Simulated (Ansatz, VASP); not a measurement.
**Cu: VASP beside Ansatz**

File POSCAR:

```
Cu
1.0
    0.0000000000      1.8075000000      1.8075000000
    1.8075000000      0.0000000000      1.8075000000
    1.8075000000      1.8075000000      0.0000000000
Cu
1
Direct
    0.0000000000      0.0000000000      0.0000000000
```

INCAR.step1

```
SYSTEM = Cu
PREC     = Accurate       ! precision mode
ENCUT    = 520            ! plane-wave cutoff, eV
ISMEAR   = -1             ! smearing method
SIGMA    = 0.08           ! smearing width, eV
LREAL    = .False.        ! projectors in reciprocal space
LASPH    = .True.         ! aspherical terms in the spheres
NELM     = 80             ! most SCF steps
NBANDS   = 12             ! bands
GGA      = PE             ! functional
ALGO     = Normal         ! electronic algorithm
EDIFF    = 1E-4           ! SCF threshold, eV
LWAVE    = .True.         ! write WAVECAR
LCHARG   = .False.        ! write CHGCAR
```

The input INCAR.step2:

```
SYSTEM = Cu
PREC     = Accurate       ! precision mode
ENCUT    = 520            ! plane-wave cutoff, eV
EDIFF    = 1E-8           ! SCF threshold, eV
ISMEAR   = -1             ! smearing method
SIGMA    = 0.08           ! smearing width, eV
LREAL    = .False.        ! projectors in reciprocal space
LASPH    = .True.         ! aspherical terms in the spheres
NELM     = 80             ! most SCF steps
ALGO     = Normal         ! electronic algorithm
ISIF     = 2              ! what is computed and relaxed
LWAVE    = .False.        ! write WAVECAR
LCHARG   = .False.        ! write CHGCAR
METAGGA  = R2SCAN         ! meta-GGA
LMIXTAU  = .True.       
LEFG     = .True.       
NBANDS   = 12             ! bands
ISTART   = 1
```

KPOINTS

```
regular mesh
0
Gamma
  19 19 19
  0 0 0
```

Input for Ansatz:

```yaml
crystal:
  lattice:
    - [0.0, 1.8075, 1.8075]
    - [1.8075, 0.0, 1.8075]
    - [1.8075, 1.8075, 0.0]
  atoms:
    - { symbol: Cu, position: [0.0, 0.0, 0.0] }
kpoints:
  mp_grid: { grid: [19, 19, 19] }
  band_path:
    path:
      - [0.0, 0.0, 0.0]
      - [0.5, 0.0, 0.5]
      - [0.625, 0.25, 0.625]
      - [0.375, 0.375, 0.75]
      - [0.0, 0.0, 0.0]
      - [0.5, 0.5, 0.5]
      - [0.5, 0.25, 0.75]
      - [0.5, 0.0, 0.5]
    npoints: 5
scf:
  occupations: { method: fermi_dirac, width: 0.08 }
hamiltonian:
  xc: r2scan
  pseudopotentials: { kind: paw }
output:
  forces: true
  stress: true
  eigenvalues: true
  efg: { contact_densities: true }
  write_density: true
  write_potential: true
  elf: true
  volumetric_format: npy
```

Alike in both runs: task electric field gradients; functional r2SCAN; k mesh 19 × 19 × 19; occupations fermi-dirac, width 0.08 eV; no spin polarisation.

|  | VASP | Ansatz |
| --- | --- | --- |
| version | VASP 6.6.1 | Ansatz 0.2.0 |
| potentials or method | VASP PAW PBE potentials, release 64 (Cu) | PAW with Ansatz's default frozen-core files, scalar-relativistic |
| plane-wave cutoff (eV) | 520 | 500 |
| valence electrons in the cell | 11 | 19 |

|  | VASP | Ansatz | Ansatz less VASP |
| --- | --- | --- | --- |
| pressure (GPa) | -4.2 | -4.9 | -0.65 |

VASP's potentials were made for PBE, not for r2SCAN. VASP's potentials hold 11 valence electrons a cell and Ansatz's 19, so a difference there can come from the potentials and not from the codes.
